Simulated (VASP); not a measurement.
Input of a VASP 6.6.1 run:

Contents of INCAR:

```
SYSTEM = TaN
PREC     = Accurate       ! precision mode
ENCUT    = 520            ! plane-wave cutoff, eV
EDIFF    = 1E-6           ! SCF threshold, eV
ISMEAR   = -1             ! smearing method
SIGMA    = 0.02           ! smearing width, eV
LREAL    = .FALSE.        ! projectors in reciprocal space
LASPH    = .TRUE.         ! aspherical terms in the spheres
NELM     = 80             ! most SCF steps
ALGO     = Normal         ! electronic algorithm
ISIF     = 2              ! what is computed and relaxed
LWAVE    = .FALSE.        ! write WAVECAR
LCHARG   = .FALSE.        ! write CHGCAR
GGA      = PS             ! functional
NBANDS   = 15             ! bands
```

The input KPOINTS:

```
Automatic mesh
0
G
  12 12 10
  0 0 0
```

File POSCAR:

```
TaN
1.0
    2.9379988584      0.0293799886      0.0293799886
   -1.4435556127      2.5296916534      0.0107538222
    0.0288300000      0.0288300000      2.8830000000
Ta N
1 1
Direct
    0.3333333333      0.6666666667      0.5000000000
    0.0000000000      0.0000000000      0.0000000000
```

Potentials or basis: VASP PAW PBE potentials, release 64 (Ta_pv, N).

Launch:

```bash
$ cat potpaw_PBE.64/Ta_pv/POTCAR potpaw_PBE.64/N/POTCAR > POTCAR
$ mpirun -np 1 vasp_std > vasp.out
```

**Question.** Estimate the pressure.

**Answer.** -3.7 GPa.

**Question.** Predict the largest force.

**Answer.** 0.025 eV/Å.

**Question.** Predict the band gap on the k mesh.

**Answer.** Zero (bands 8 and 9 overlap by 0.26 eV).

Forces in eV/Å, atoms in the order of the input:
```
Ta   0.013 -0.002 -0.021
N   -0.013  0.002  0.021
```

Caveat: the cell differs from its parent crystal (equal xy, yz and zx shear strains of +2 %); the cell stands under tension; the PAW data sets were made with another functional, which shifts forces and pressure a little; spin-orbit coupling is left out, which moves the levels of the heavy elements.
